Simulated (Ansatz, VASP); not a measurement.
## Two plane-wave programs on Hf5C3

```
Hf C
1.0
     4.32105    0.00000    0.00000
     0.00000    4.32105    0.00000
     0.00000    0.00000    7.98190
Hf C
5 3
Cartesian
  0.0000 2.1605 2.0733
  2.1605 0.0000 2.0733
  0.0000 2.1605 5.9086
  2.1605 0.0000 5.9086
  0.0000 0.0000 3.9909
  0.0000 0.0000 6.3476
  0.0000 0.0000 1.6343
  2.1605 2.1605 3.9909
```

Alike in both runs: functional PBE; k mesh 4 × 4 × 2; occupations gaussian, width 0.2 eV; no spin polarisation.

Ansatz relaxed the structure, and its values are those at the end. VASP's run is a single point on that final structure, the one shown.

```csv
,VASP,Ansatz
version,VASP 6.6.1,Ansatz 0.2.0
potentials or method,"VASP PAW PBE potentials, release 64 (Hf_pv, C), cutoff 520 eV","scalar-relativistic, plane waves, PAW"
valence electrons in the cell,62,142
```

```tsv
	VASP	Ansatz	Ansatz less VASP
gap on the k mesh at the Fermi level (eV)	none	none	-
pressure (GPa)	0.1	0.5	+0.49
rms of the force components (eV/Å)	0.001	0.020	+0.0189
```

A gap of «none» marks a metal or a gap that the smearing closes. VASP's potentials hold 62 valence electrons a cell and Ansatz's 142, so a difference there can come from the potentials and not from the codes.

The k mesh is coarse, so the values compare programs but aren't converged. Spin-orbit coupling is off throughout.
